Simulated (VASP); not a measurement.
# KI (P6_3/mmc) in VASP: further runs, part 2 of 2

VASP 6.6.1.

## (3) Single point, r2SCAN (volume changed by +6%)

The input, POSCAR:

```
KI
1.0
    4.9961138327      0.0000000000      0.0000000000
   -2.4980569164      4.3267614993      0.0000000000
    0.0000000000      0.0000000000      8.7584681710
K I
2 2
Direct
    0.0000000000      0.0000000000      0.0000000000
    0.0000000000      0.0000000000      0.5000000000
    0.3333333333      0.6666666667      0.2500000000
    0.6666666667      0.3333333333      0.7500000000
```

The input, INCAR.step1:

```
  PREC = Accurate
  ENCUT = 520
  ISMEAR = 0
  SIGMA = 0.01
  LREAL = False
  LASPH = True
  NELM = 80
  NBANDS = 24
  GGA = PE
  ALGO = Normal
  EDIFF = 1E-4
  LWAVE = True
  LCHARG = False
```

The input, INCAR.step2:

```
  PREC = Accurate
  ENCUT = 520
  EDIFF = 1E-6
  ISMEAR = 0
  SIGMA = 0.01
  LREAL = False
  LASPH = True
  NELM = 80
  ALGO = Normal
  ISIF = 2
  LWAVE = False
  LCHARG = True
  METAGGA = R2SCAN
  LMIXTAU = True
  LELF = True
  LVHAR = True
  NBANDS = 24
  ISTART = 1
```

The input, KPOINTS:

```
regular mesh
0
Gamma
  6 6 4
```

Potentials or basis: VASP PAW PBE potentials, release 64 (K_sv, I).

Launch:

```
$ cat potpaw_PBE.64/K_sv/POTCAR potpaw_PBE.64/I/POTCAR > POTCAR
$ cp INCAR.step1 INCAR
$ mpirun -np 1 vasp_std > vasp.out
$ cp INCAR.step2 INCAR
$ mpirun -np 1 vasp_std > vasp.out
```

OUTCAR:

```text
PREC = Accurate
   ENCUT = 520
   EDIFF = 1E-6
   ISMEAR = 0
   LREAL = False
   LASPH = True
   NELM = 80
   ISIF = 2
   METAGGA = R2SCAN
   ISTART = 1

 ion  position               nearest neighbor table
   1  0.000  0.000  0.000-   3 3.62   4 3.62   4 3.62   3 3.62   4 3.62   3 3.62
   2  0.000  0.000  0.500-   3 3.62   4 3.62   4 3.62   3 3.62   4 3.62   3 3.62
   3  0.333  0.667  0.250-   1 3.62   2 3.62   1 3.62   2 3.62   1 3.62   2 3.62
   4  0.667  0.333  0.750-   1 3.62   2 3.62   1 3.62   2 3.62   1 3.62   2 3.62

[... 764 lines left out ...]
  Direction    XX          YY          ZZ          XY          YZ          ZX
  --------------------------------------------------------------------------------------
  -------------------------------------------------------------------------------------
  Total       -0.6971187     -0.6971187     -0.7983793      0.0000000     -0.0000000      0.0000000
  in kB       -5.8992104     -5.8992104     -6.7561052      0.0000000     -0.0000000      0.0000000
  external PRESSURE =      -6.1848420 kB  Pullay stress =       0.0000000 kB

 VOLUME and BASIS-vectors are now :
 -----------------------------------------------------------------------------
  energy-cutoff  :      520.00
  volume of cell :      189.33
      direct lattice vectors                 reciprocal lattice vectors
     4.996113833  0.000000000  0.000000000     0.200155568  0.115559871  0.000000000
    -2.498056916  4.326761499  0.000000000     0.000000000  0.231119742  0.000000000
     0.000000000  0.000000000  8.758468171     0.000000000  0.000000000  0.114175217

 POSITION                                       TOTAL-FORCE (eV/Angst)
 -----------------------------------------------------------------------------------
      0.00000      0.00000      0.00000         0.000000      0.000000     -0.000000
      0.00000      0.00000      4.37923        -0.000000      0.000000     -0.000000
     -0.00000      2.88451      2.18962        -0.000000      0.000000      0.000000
      2.49806      1.44225      6.56885         0.000000     -0.000000      0.000000
 -----------------------------------------------------------------------------------
    total drift:                                0.000000      0.000000     -0.000000

  FREE ENERGIE OF THE ION-ELECTRON SYSTEM (eV)
  ---------------------------------------------------
  free  energy   TOTEN  =       -67.8667458854 eV

  energy  without entropy=      -67.8667458854  energy(sigma->0) =      -67.86674589
```

OUTCAR.step1:

```text
PREC = Accurate
   ENCUT = 520
   ISMEAR = 0
   LREAL = False
   LASPH = True
[... 792 lines left out ...]
      0.00000      0.00000      0.00000        -0.000000      0.000000     -0.000000
      0.00000      0.00000      4.37923        -0.000000      0.000000     -0.000000
     -0.00000      2.88451      2.18962         0.000000      0.000000      0.000000
      2.49806      1.44225      6.56885         0.000000      0.000000     -0.000000
 -----------------------------------------------------------------------------------
    total drift:                                0.000000      0.000000     -0.000000

  FREE ENERGIE OF THE ION-ELECTRON SYSTEM (eV)
  ---------------------------------------------------
  free  energy   TOTEN  =       -11.0532757365 eV

  energy  without entropy=      -11.0532757365  energy(sigma->0) =      -11.05327574
```

OSZICAR.step1:

```text
N       E                     dE             d eps       ncg     rms          rms(c)
DAV:   1     0.211501707886E+03    0.21150E+03   -0.12816E+04  1008   0.111E+03
DAV:   2     0.671211289953E+01   -0.20479E+03   -0.19350E+03  1192   0.269E+02
DAV:   3    -0.107135213225E+02   -0.17426E+02   -0.17351E+02  1672   0.681E+01
DAV:   4    -0.112309789706E+02   -0.51746E+00   -0.51650E+00  1488   0.118E+01
DAV:   5    -0.112500205259E+02   -0.19042E-01   -0.19041E-01  1472   0.158E+00    0.383E+00
DAV:   6    -0.110543397884E+02    0.19568E+00   -0.26397E-01  1264   0.225E+00    0.275E+00
DAV:   7    -0.110420659388E+02    0.12274E-01   -0.34794E-01  1232   0.229E+00    0.109E+00
DAV:   8    -0.110522094182E+02   -0.10143E-01   -0.48276E-02  1432   0.103E+00    0.175E-01
DAV:   9    -0.110523398064E+02   -0.13039E-03   -0.14588E-03  1336   0.168E-01    0.900E-02
DAV:  10    -0.110531578916E+02   -0.81809E-03   -0.90160E-04  1040   0.139E-01    0.510E-02
DAV:  11    -0.110532694534E+02   -0.11156E-03   -0.11716E-04  1128   0.561E-02    0.145E-02
DAV:  12    -0.110532757365E+02   -0.62831E-05   -0.19460E-05   824   0.298E-02
   1 F= -.11053276E+02 E0= -.11053276E+02  d E =-.385850E-20
```

Run time: 4.5 min. Hardware: 1 thread of Intel Xeon Platinum 8375C at 2.90GHz (Ice Lake), shared host; peak memory 0.4 GiB.

What came out:

- Free energy: -67.8667 eV
- Pressure: -0.6 GPa
- Band gap on the k mesh: 4.36 eV, direct

Stress tensor (GPa, compression positive):
```
-0.59  0.00  0.00
 0.00 -0.59  0.00
 0.00  0.00 -0.68
```

Caveat: the PAW data sets were made with another functional, which shifts forces and pressure a little; spin-orbit coupling is left out, which moves the levels of the heavy elements. A k mesh can miss the band edges.
